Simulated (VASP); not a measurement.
A run of VASP 6.6.1:

Contents of INCAR:

```
  ALGO = Normal
  EDIFF = 1E-6
  ENCUT = 700
  GGA = PE
  GGA_COMPAT = False
  ISIF = 2
  ISMEAR = -1
  ISYM = -1
  LASPH = True
  LCHARG = False
  LREAL = Auto
  LWAVE = False
  NBANDS = 46
  NELM = 120
  PREC = Accurate
  SIGMA = 0.01
```

The input KPOINTS:

```
explicit points
2
Reciprocal
  0.25000000   0.25000000   0.12500000 1
  0.25000000   0.25000000   0.62500000 1
```

The input POSCAR:

```
AlN
1.0
    6.2595139092      0.0000000618      0.0000000000
   -3.1297570081      5.4208980298      0.0000000000
    0.0000000000      0.0000000000      5.0174032950
Al N
8 8
Direct
    0.3335524029      0.1664661886      0.5000247806
    0.3335524029      0.6664661886      0.5000247806
    0.8335524029      0.1664661886      0.5000247806
    0.8335524029      0.6664661886      0.5000247806
    0.1664661886      0.3335524029      0.0000247806
    0.1664661886      0.8335524029      0.0000247806
    0.6664661886      0.3335524029      0.0000247806
    0.6664661886      0.8335524029      0.0000247806
    0.3319615438      0.1680198647      0.8799752194
    0.1680198647      0.3319615438      0.3799752194
    0.3319615438      0.6680198647      0.8799752194
    0.1680198647      0.8319615438      0.3799752194
    0.8319615438      0.1680198647      0.8799752194
    0.6680198647      0.3319615438      0.3799752194
    0.8319615438      0.6680198647      0.8799752194
    0.6680198647      0.8319615438      0.3799752194
```

Potentials or basis: VASP PAW PBE potentials, release 64 (Al, N).

Run with:

```bash
$ cat potpaw_PBE.64/Al/POTCAR potpaw_PBE.64/N/POTCAR > POTCAR
$ mpirun -np 1 vasp_std > vasp.out
```

Hardware: 1 thread of Intel(R) Xeon(R) Platinum 8488C (Sapphire Rapids), with other jobs on the host.

Task: Estimate the wall time of this run.

Result: Wall time 39 s on 1 thread of Intel(R) Xeon(R) Platinum 8488C (Sapphire Rapids), with other jobs on the host, peak memory 0.32 GiB. Counts: scf iterations 15, k points 2.
